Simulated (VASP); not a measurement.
# CdSe2 (P-6m2) in VASP: a series of runs

The runs below take CdSe2 through single point, relaxation of cell and atoms, with PBEsol, r2SCAN+rVV10.

Everything below comes from runs of VASP 6.6.1. Logs are shortened: lines on timing, memory, paths and dates and some standing lists are left out, and cuts for length are marked.

## 1. The cell of the first run

Symmetry: P-6m2, No. 187, hexagonal system. The conventional cell has a = 3.312 Å, b = 3.312 Å, c = 8.504 Å, α = 90.00°, β = 90.00°, γ = 120.00°. Cd (site symmetry -6m2) has 6 Se at 2.78 Å and 6 Cd at 3.31 Å within 3.7 Å. Within 3.7 Å of Se (site symmetry 3m) lie 3 Cd at 2.78 Å and 6 Se at 3.31 Å.

## 2. Single point, PBEsol

File INCAR:

```
  PREC = Accurate
  ENCUT = 520
  EDIFF = 1E-6
  ISMEAR = -1
  SIGMA = 0.03
  LREAL = False
  LASPH = True
  NELM = 60
  ALGO = Normal
  ISIF = 2
  LWAVE = False
  LCHARG = False
  GGA = PS
  NBANDS = 19
```

File KPOINTS:

```
Automatic mesh
0
Gamma
  9 9 2
```

File POSCAR:

```
CdSe2
1.0
    3.3123851177      0.0000000000      0.0000000000
   -1.6561925589      2.8686096591      0.0000000000
    0.0000000000      0.0000000000      8.5039822434
Cd Se
1 2
Direct
    0.0000000000      0.0000000000      0.0000000000
    0.3333333333      0.6666666667      0.2367414647
    0.3333333333      0.6666666667      0.7632585353
```

Potentials or basis: VASP PAW PBE potentials, release 64 (Cd, Se).

Command:

```bash
$ cat potpaw_PBE.64/Cd/POTCAR potpaw_PBE.64/Se/POTCAR > POTCAR
$ mpirun -np 1 vasp_std > vasp.out
```

OUTCAR:

```text
PREC = Accurate
   ENCUT = 520
   EDIFF = 1E-6
   ISMEAR = -1
   LREAL = False
   LASPH = True
   NELM = 60
   ISIF = 2
   GGA = PS

 ion  position               nearest neighbor table
   1  0.000  0.000  0.000-   2 2.78   3 2.78   2 2.78   3 2.78   2 2.78   3 2.78
   2  0.333  0.667  0.237-   1 2.78   1 2.78   1 2.78
   3  0.333  0.667  0.763-   1 2.78   1 2.78   1 2.78

  LATTYP: Found a hexagonal cell.
 ALAT       =     3.3123851177
 C/A-ratio  =     2.5673289612

  Lattice vectors:

 A1 = (   3.3123851177,   0.0000000000,   0.0000000000)
 A2 = (  -1.6561925589,   2.8686096591,   0.0000000000)
 A3 = (   0.0000000000,   0.0000000000,   8.5039822434)

Analysis of symmetry for initial positions (statically):
=====================================================================
 Subroutine PRICEL returns:
 Original cell was already a primitive cell.

 Routine SETGRP: Setting up the symmetry group for a
 hexagonal supercell.

 Subroutine GETGRP returns: Found 12 space group operations
 (whereof 12 operations were pure point group operations)
 out of a pool of 24 trial point group operations.

The static configuration has the point symmetry D_3h.

Analysis of symmetry for dynamics (positions and initial velocities):
=====================================================================
 Subroutine PRICEL returns:
 Original cell was already a primitive cell.

 Routine SETGRP: Setting up the symmetry group for a
 hexagonal supercell.

 Subroutine GETGRP returns: Found 12 space group operations
 (whereof 12 operations were pure point group operations)
 out of a pool of 24 trial point group operations.

The dynamic configuration has the point symmetry D_3h.

 Subroutine INISYM returns: Found 12 space group operations
 (whereof 12 operations are pure point group operations),
 and found     1 'primitive' translations

----------------------------------------------------------------------------------------

                                     Primitive cell

  volume of cell :      80.8043

  direct lattice vectors                    reciprocal lattice vectors
     3.312385118  0.000000000  0.000000000     0.301897263  0.174300466  0.000000000
    -1.656192559  2.868609659  0.000000000     0.000000000  0.348600932  0.000000000
     0.000000000  0.000000000  8.503982243     0.000000000  0.000000000  0.117591967

  length of vectors
     3.312385118  3.312385118  8.503982243     0.348600932  0.348600932  0.117591967

  position of ions in fractional coordinates (direct lattice)
     0.000000000  0.000000000  0.000000000
     0.333333333  0.666666667  0.236741465
     0.333333333  0.666666667  0.763258535

  ion indices of the primitive-cell ions
   primitive index   ion index
                 1           1
                 2           2
                 3           3

----------------------------------------------------------------------------------------

 KPOINTS: Automatic mesh

Automatic generation of k-mesh.
 Grid dimensions read from file:
 generate k-points for:    9    9    2

 Generating k-lattice:

  Cartesian coordinates                     Fractional coordinates (reciprocal lattice)
     0.033544140  0.019366718  0.000000000     0.111111111  0.000000000  0.000000000
     0.000000000  0.038733437  0.000000000     0.000000000  0.111111111  0.000000000
     0.000000000  0.000000000  0.058795984     0.000000000  0.000000000  0.500000000

  Length of vectors
     0.038733437  0.038733437  0.058795984

  Shift w.r.t. Gamma in fractional coordinates (k-lattice)
     0.000000000  0.000000000  0.000000000

 Subroutine IBZKPT returns following result:
 ===========================================

 Found     24 irreducible k-points:

 Following reciprocal coordinates:
            Coordinates               Weight
  0.000000  0.000000  0.000000      1.000000
  0.111111  0.000000  0.000000      6.000000
  0.222222  0.000000  0.000000      6.000000
  0.333333  0.000000  0.000000      6.000000
  0.444444  0.000000  0.000000      6.000000
  0.111111  0.111111  0.000000      6.000000
[... 16 lines left out ...]
  0.333333  0.222222  0.500000     12.000000
  0.333333  0.333333  0.500000      2.000000
   k-points           NKPTS =     24   k-points in BZ     NKDIM =     24   number of bands    NBANDS=     19
   number of dos      NEDOS =    301   number of ions     NIONS =      3
   total plane-waves  NPLWV =  50176
   dimension x,y,z NGX =    28 NGY =   28 NGZ =   64
   dimension x,y,z NGXF=    56 NGYF=   56 NGZF=  128
   ions per type =               1   2
   NGX,Y,Z   is equivalent  to a cutoff of  14.05, 14.05, 12.51 a.u.
   NGXF,Y,Z  is equivalent  to a cutoff of  28.11, 28.11, 25.02 a.u.
 SYSTEM =  unknown system
   PREC   = accura    normal or accurate (medium, high low for compatibility)
   ISTART =      0    job   : 0-new  1-cont  2-samecut
   ICHARG =      2    charge: 1-file 2-atom 10-const
   ISPIN  =      1    spin polarized calculation?
   LNONCOLLINEAR =      F non collinear calculations
   LSORBIT =      F    spin-orbit coupling
   LASPH  =      T    aspherical Exc in radial PAW
   ENCUT  =  520.0 eV  38.22 Ry    6.18 a.u.   6.16  6.16 15.81*2*pi/ulx,y,z
   NELM   =     60;   NELMIN=  2; NELMDL= -5     # of ELM steps
   EDIFF  = 0.1E-05   stopping-criterion for ELM
   LREAL  =      F    real-space projection
   EDIFFG = 0.1E-04   stopping-criterion for IOM
   NSW    =      0    number of steps for IOM
   IBRION =     -1    ionic relax: 0-MD 1-quasi-New 2-CG
   NFREE  =      0    steps in history (QN), initial steepest desc. (CG)
   ISIF   =      2    stress and relaxation
   ISYM   =      2    0-nonsym 1-usesym 2-fastsym
   POTIM  = 0.5000    time-step for ionic-motion
   TEBEG  =    0.0;   TEEND  =   0.0 temperature during run
   PSTRESS=    0.0 pullay stress
   NELECT =      24.0000    total number of electrons
   NUPDOWN=      -1.0000    fix difference up-down
   EMIN   =  10.00;   EMAX   =-10.00  energy-range for DOS
   EFERMI =   0.00;   METHOD = LEGACY
   ISMEAR =    -1;   SIGMA  =   0.03  broadening in eV -4-tet -1-fermi 0-gaus
   EFERMI_NEDOS =   21; number of points for ismear=-14 and -15
   IALGO  =     38    algorithm
   IMIX   =      4    mixing-type and parameters
     AMIX     =   0.40;   BMIX     =  1.00
     AMIX_MAG =   1.60;   BMIX_MAG =  1.00
  volume/ion in A,a.u.               =      26.93       181.76
  Fermi-wavevector in a.u.,A,eV,Ry     =   1.092279  2.064109 16.232758  1.193074
  Thomas-Fermi vector in A             =   2.228542
   LORBIT       =      0    0 simple, 1 ext, 2 COOP (PROOUT), +10 PAW based schemes
   GGA     = PS    functional components
   LHFCALC =     F    Hartree Fock is set to
   AEXX    =    0.0000 exact exchange contribution
   IVDW    =     0    specifies the selected vdW correction
   LEPSILON=     F    determine dielectric tensor
   LRPA    =     F    only Hartree local field effects (RPA)
 non-spin polarized calculation
  energy-cutoff  :      520.00
  volume of cell :       80.80
 maximum number of plane-waves:      2204
 NGX is ok and might be reduce to    28
   NGX = 13   NGY = 13   NGZ = 31

 number of electron      24.0000003 magnetization

 Free energy of the ion-electron system (eV)
  ---------------------------------------------------
  ext. energy  EPLUGINS =         0.00000000
  ---------------------------------------------------
  free energy    TOTEN  =        -8.38515913 eV

  energy without entropy =       -8.38291910  energy(sigma->0) =       -8.38403912

 E-fermi :   1.7284     XC(G=0):  -9.1284

 val. band max:        1.6247885886   @ k =   0.3333   0.3333   0.0000
 cond. band min:       1.7671070490   @ k =   0.3333   0.0000   0.0000
 fundamental gap:      0.1423184604
 Fermi energy:         1.7283735535

 k-point     1 :       0.0000    0.0000    0.0000
  band No.  band energies     occupation
      1     -12.2194      2.00000
      2     -11.7556      2.00000
      3      -7.0886      2.00000
      4      -6.9107      2.00000
      5      -6.9107      2.00000
      6      -6.5731      2.00000
[... 11 lines left out ...]
     18      11.5342      0.00000
     19      11.5342      0.00000

 k-point     2 :       0.1111    0.0000    0.0000
  band No.  band energies     occupation
      1     -12.0646      2.00000
      2     -11.6308      2.00000
      3      -7.0427      2.00000
      4      -6.9152      2.00000
      5      -6.8463      2.00000
      6      -6.6034      2.00000
[... 11 lines left out ...]
     18      11.0958      0.00000
     19      11.7909      0.00000

 k-point     3 :       0.2222    0.0000    0.0000
  band No.  band energies     occupation
      1     -11.6317      2.00000
      2     -11.2884      2.00000
      3      -7.0894      2.00000
      4      -6.7780      2.00000
      5      -6.6777      2.00000
      6      -6.6610      2.00000
[... 11 lines left out ...]
     18      11.4624      0.00000
     19      11.5411      0.00000

 k-point     4 :       0.3333    0.0000    0.0000
  band No.  band energies     occupation
      1     -11.0388      2.00000
      2     -10.8399      2.00000
      3      -7.1695      2.00000
      4      -6.6847      2.00000
      5      -6.6804      2.00000
      6      -6.6359      2.00000
[... 11 lines left out ...]
     18       9.9099      0.00000
     19      10.7045      0.00000

 k-point     5 :       0.4444    0.0000    0.0000
  band No.  band energies     occupation
      1     -10.5585      2.00000
      2     -10.5007      2.00000
      3      -7.1833      2.00000
      4      -6.7173      2.00000
      5      -6.6437      2.00000
      6      -6.6302      2.00000
[... 11 lines left out ...]
     18       8.9896      0.00000
     19      10.1838      0.00000
[... 334 lines left out ...]
      2     -10.4127      2.00000
      3      -7.1010      2.00000
      4      -6.8477      2.00000
      5      -6.6485      2.00000
      6      -6.5338      2.00000
[... 11 lines left out ...]
     18       9.2793      0.00000
     19       9.9789      0.00000

 k-point    22 :       0.2222    0.2222    0.5000
  band No.  band energies     occupation
      1     -10.7296      2.00000
      2     -10.6409      2.00000
      3      -7.0019      2.00000
      4      -6.8568      2.00000
      5      -6.7677      2.00000
      6      -6.5515      2.00000
[... 11 lines left out ...]
     18      10.3542      0.00000
     19      11.4753      0.00000

 k-point    23 :       0.3333    0.2222    0.5000
  band No.  band energies     occupation
      1     -10.3629      2.00000
      2     -10.3462      2.00000
      3      -6.9658      2.00000
      4      -6.9253      2.00000
      5      -6.6955      2.00000
      6      -6.4612      2.00000
[... 11 lines left out ...]
     18      10.4169      0.00000
     19      11.3811      0.00000

 k-point    24 :       0.3333    0.3333    0.5000
  band No.  band energies     occupation
      1     -10.2612      2.00000
      2     -10.2112      2.00000
      3      -7.0385      2.00000
      4      -6.7262      2.00000
      5      -6.7008      2.00000
      6      -6.6156      2.00000
[... 11 lines left out ...]
     18       9.4502      0.00000
     19      12.5559      0.00000

------------------------ aborting loop because EDIFF is reached ----------------------------------------

  FORCE on cell =-STRESS in cart. coord.  units (eV):
  Direction    XX          YY          ZZ          XY          YZ          ZX
  --------------------------------------------------------------------------------------
  -------------------------------------------------------------------------------------
  Total        0.1581487      0.1581487      0.2275885     -0.0000000     -0.0000000      0.0000000
  in kB        3.1357518      3.1357518      4.5125944     -0.0000000     -0.0000000      0.0000000
  external PRESSURE =       3.5946993 kB  Pullay stress =       0.0000000 kB

 VOLUME and BASIS-vectors are now :
 -----------------------------------------------------------------------------
  energy-cutoff  :      520.00
  volume of cell :       80.80
      direct lattice vectors                 reciprocal lattice vectors
     3.312385118  0.000000000  0.000000000     0.301897263  0.174300466  0.000000000
    -1.656192559  2.868609659  0.000000000     0.000000000  0.348600932  0.000000000
     0.000000000  0.000000000  8.503982243     0.000000000  0.000000000  0.117591967

 POSITION                                       TOTAL-FORCE (eV/Angst)
 -----------------------------------------------------------------------------------
      0.00000      0.00000      0.00000        -0.000000      0.000000     -0.000000
     -0.00000      1.91241      2.01325         0.000000     -0.000000      0.057791
     -0.00000      1.91241      6.49074         0.000000     -0.000000     -0.057791
 -----------------------------------------------------------------------------------
    total drift:                                0.000000     -0.000000     -0.000000

  FREE ENERGIE OF THE ION-ELECTRON SYSTEM (eV)
  ---------------------------------------------------
  free  energy   TOTEN  =        -8.3851591325 eV

  energy  without entropy=       -8.3829190982  energy(sigma->0) =       -8.38403912
```

It took 49 s on 1 thread of Intel Xeon Platinum 8259CL at 2.50GHz (Skylake/Cascade Lake), shared host; peak memory 0.22 GiB.

What came out:

```yaml
Free_energy: -8.3852 eV
Pressure: 0.4 GPa
Largest_force: 0.058 eV/Å
Band_gap_on_the_k_mesh: zero (bands 12 and 13 overlap by 2.35 eV)
```

Forces in eV/Å, atoms in the order of the input:
```
Cd   0.000  0.000  0.000
Se   0.000  0.000  0.058
Se   0.000  0.000 -0.058
```

Caveat: the k points lie up to 0.37 Å⁻¹ apart, too coarse for converged energies and pressures of a metal; the PAW data sets were made with another functional, which shifts forces and pressure a little.

## 3. Relaxation of cell and atoms, PBEsol

This run uses another cell than the first one.

File INCAR:

```
SYSTEM = CdSe2
ALGO = Normal
EDIFF = 1E-6
EDIFFG = -0.01
ENCUT = 600
GGA = PS
IBRION = 2
ISIF = 3
ISMEAR = -1
LASPH = .TRUE.
LCHARG = .FALSE.
LREAL = .FALSE.
LWAVE = .FALSE.
NELM = 60
NSW = 100
PREC = Accurate
SIGMA = 0.03
```

File KPOINTS:

```
k-points
0
G
  9 9 2
  0 0 0
```

File POSCAR:

```
CdSe2
1.0
    2.5347432200      0.0000000000      0.0000000000
   -1.2673716100      2.1951520200      0.0000000000
    0.0000000000      0.0000000000     13.7993153000
Cd Se
1 2
Direct
    0.0000000000      0.0000000000      0.0000000000
    0.3333333300      0.6666666700      0.0894929800
    0.3333333300      0.6666666700      0.9105070200
```

Potentials or basis: VASP PAW PBE potentials, release 64 (Cd, Se).

Command:

```bash
$ cat potpaw_PBE.64/Cd/POTCAR potpaw_PBE.64/Se/POTCAR > POTCAR
$ mpirun -np 1 vasp_std > vasp.out
```

Wall time 16 min (1 thread of Intel Xeon Platinum 8259CL at 2.50GHz (Skylake/Cascade Lake), shared host); peak memory 0.23 GiB.

It converged, with:

```yaml
Free_energy: -7.9752 eV
Relaxed_cell: a = 2.844 Å, b = 2.844 Å, c = 16.208 Å, α = 90.00°, β = 90.00°, γ = 120.00°
Space_group_after_relaxing_to_0.1_Å: P-6m2 (No. 187)
Largest_force_after_relaxing: 0.010 eV/Å
Band_gap_on_the_k_mesh: zero (bands 12 and 13 overlap by 5.52 eV)
```

Forces on the atoms (eV/Å):
```
Cd   0.000  0.000  0.000
Se   0.000  0.000  0.010
Se   0.000  0.000 -0.010
```

Final structure:
```xyz
3
Lattice="2.8438 0.0000 0.0000 -1.4219 2.4628 0.0000 0.0000 0.0000 16.2085" Properties=species:S:1:pos:R:3 pbc="T T T"
Cd    0.0000    0.0000    0.0000
Se    0.0000    1.6419    3.0280
Se    0.0000    1.6419   13.1805
```

Levels at points of the mesh, in eV from the Fermi level:
```
           k point  band 8  band 9  band 10  band 11  band 12  band 13  band 14  band 15  band 16
(0.00, 0.00, 0.00)   -7.09   -4.70    -2.79     1.72     4.27     4.27     4.27     4.27     4.83
(0.00, 0.00, 0.50)   -7.09   -4.70    -2.79     1.71     4.27     4.27     4.27     4.27     5.20
```

Caveat: the volume moved by over 15 % at a fixed basis, so the end points are rough; the PAW data sets were made with another functional, which shifts forces and pressure a little.

## 4. Single point, r2SCAN+rVV10

This run uses another cell than the first one, of 26.26 Å³/atom.

File POSCAR:

```
CdSe2
1.0
    4.0648360708      0.0000000000      0.0000000000
   -2.0324180354      3.5202512995      0.0000000000
    0.0000000000      0.0000000000      5.5045498992
Cd Se
1 2
Direct
    0.0000000000      0.0000000000      0.0000000000
    0.3333333333      0.6666666667      0.2697451959
    0.3333333333      0.6666666667      0.7302548041
```

File INCAR.step1:

```
SYSTEM = CdSe2
PREC = Accurate
ENCUT = 520
ISMEAR = -1
SIGMA = 0.03
LREAL = .False.
LASPH = .True.
NELM = 60
NBANDS = 19
GGA = PE
ALGO = Normal
EDIFF = 1E-4
LWAVE = .True.
LCHARG = .False.
```

File INCAR.step2:

```
SYSTEM = CdSe2
PREC = Accurate
ENCUT = 520
EDIFF = 1E-6
ISMEAR = -1
SIGMA = 0.03
LREAL = .False.
LASPH = .True.
NELM = 60
ALGO = Normal
ISIF = 2
LWAVE = .False.
LCHARG = .False.
METAGGA = R2SCAN
LMIXTAU = .True.
LUSE_VDW = .True.
IVDW_NL = 2
BPARAM = 11.95
CPARAM = 0.0093
NBANDS = 19
ISTART = 1
```

File KPOINTS:

```
regular mesh
0
Gamma
  12 12 4
  0 0 0
```

Command:

```bash
$ cat potpaw_PBE.64/Cd/POTCAR potpaw_PBE.64/Se/POTCAR > POTCAR
$ cp INCAR.step1 INCAR
$ mpirun -np 1 vasp_std > vasp.out
$ cp INCAR.step2 INCAR
$ mpirun -np 1 vasp_std > vasp.out
```

Wall time 7.5 min (1 thread of Intel Xeon Platinum 8259CL at 2.50GHz (Skylake/Cascade Lake), shared host); peak memory 0.39 GiB.

Results (log left out):

| Property | Result |
| --- | --- |
| Free energy | -48.8491 eV |
| Pressure | 0.4 GPa |
| Largest force | 0.038 eV/Å |
| Band gap on the k mesh | zero (bands 12 and 13 overlap by 1.27 eV) |

Forces on the atoms (eV/Å):
```
Cd   0.000  0.000  0.000
Se   0.000  0.000  0.038
Se   0.000  0.000 -0.038
```

Levels at points of the mesh, in eV from the Fermi level:
```tsv
k point	band 9	band 10	band 11	band 12	band 13	band 14	band 15	band 16
(0.00, 0.00, 0.00)	-1.59	-1.59	0.54	0.54	1.63	4.07	6.35	6.35
(0.50, 0.00, 0.00)	-5.28	-2.66	-1.93	0.34	2.24	4.02	4.53	6.79
(0.00, 0.00, 0.50)	-1.57	-0.95	-0.95	-0.47	-0.47	2.60	4.18	7.03
(0.50, 0.00, 0.50)	-3.60	-1.83	-1.67	-1.26	-0.63	3.68	5.25	6.42
```

Caveat: the PAW data sets were made with another functional, which shifts forces and pressure a little.

## 5. Summary

| task | level | cell | k mesh | cutoff (eV) | gap on the mesh (eV) | pressure (GPa) | largest force (eV/Å) |
| --- | --- | --- | --- | --- | --- | --- | --- |
| single point | PBEsol | a = 3.312, b = 3.312, c = 8.504 Å, angles 90.0, 90.0, 120.0°, 3 atoms, atomic positions A | 9 × 9 × 2 | 520 | none | 0.4 | 0.06 |
| relaxation of cell and atoms | PBEsol | relaxed from a = 2.535, b = 2.535, c = 13.799 Å, angles 90.0, 90.0, 120.0°, 3 atoms, atomic positions B | 9 × 9 × 2 | 600 | none | - | 0.01 |
| single point | r2SCAN+rVV10 | a = 4.065, b = 4.065, c = 5.505 Å, angles 90.0, 90.0, 120.0°, 3 atoms, atomic positions C | 12 × 12 × 4 | 520 | none | 0.4 | 0.04 |

Alike in all rows: potentials or basis VASP PAW PBE potentials, release 64 (Cd, Se); no spin polarisation; smearing fermi-dirac 0.03 eV.

Caveats: some runs use coarse meshes; the PAW data sets were made with another functional, which shifts forces and pressure a little; the volume moved by over 15 % at a fixed basis, so the end points are rough (at least some runs).

Total energies depend on the potentials used, so only differences within one code and one set of settings carry meaning.
